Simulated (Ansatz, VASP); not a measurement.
One calculation of Li2O, two programs

Contents of INCAR:

```
PREC = Accurate
ENCUT = 650
EDIFF = 1E-8
ISMEAR = -1
SIGMA = 0.03
LREAL = False
LASPH = True
NELM = 120
ALGO = Normal
ISIF = 2
LWAVE = False
LCHARG = False
GGA = PS
LEFG = True
NBANDS = 13
GGA_COMPAT = False
```

The input KPOINTS:

```
Automatic mesh
0
Gamma
  9 9 9
```

Contents of POSCAR:

```
Li2O
1.0
    0.0000000000      2.2939995330      2.2939995330
    2.2939995330      0.0000000000      2.2939995330
    2.2939995330      2.2939995330      0.0000000000
Li O
2 1
Direct
    0.2500000000      0.2500000000      0.2500000000
    0.7500000000      0.7500000000      0.7500000000
    0.0000000000      0.0000000000      0.0000000000
```

Input for Ansatz:

```yaml
crystal:
  lattice:
    - [0.0, 2.293999533, 2.293999533]
    - [2.293999533, 0.0, 2.293999533]
    - [2.293999533, 2.293999533, 0.0]
  atoms:
    - { symbol: Li, position: [0.25, 0.25, 0.25] }
    - { symbol: Li, position: [0.75, 0.75, 0.75] }
    - { symbol: O, position: [0.0, 0.0, 0.0] }
kpoints:
  mp_grid: { grid: [9, 9, 9] }
scf:
  occupations: { method: fermi_dirac, width: 0.03 }
hamiltonian:
  xc: pbesol
  pseudopotentials: { kind: all_electron, datasets: crystal }
output:
  forces: true
  stress: true
  eigenvalues: true
  efg: { contact_densities: true }
```

Change from the starting cell: volume scaled by 0.98, crystal datasets.

Alike in both runs: task electric field gradients; functional PBEsol; k mesh 9 × 9 × 9; occupations fermi-dirac, width 0.03 eV; no spin polarisation.

|  | VASP | Ansatz |
| --- | --- | --- |
| version | VASP 6.6.1 | Ansatz 0.2.0 |
| potentials or method | VASP PAW PBE potentials, release 64 (Li_sv, O), cutoff 650 eV | all-electron PAW with datasets made for the crystal, scalar-relativistic |

VASP gave:

- gap on the k mesh at the Fermi level (eV): 4.96
- pressure (GPa): -0.6

Q: What did Ansatz give for the same quantities?

A: gap on the k mesh at the Fermi level (eV): 4.97; pressure (GPa): -0.6.

VASP's potentials were made for PBE, not for PBEsol. Ansatz ran all-electron here, and VASP with PAW potentials.
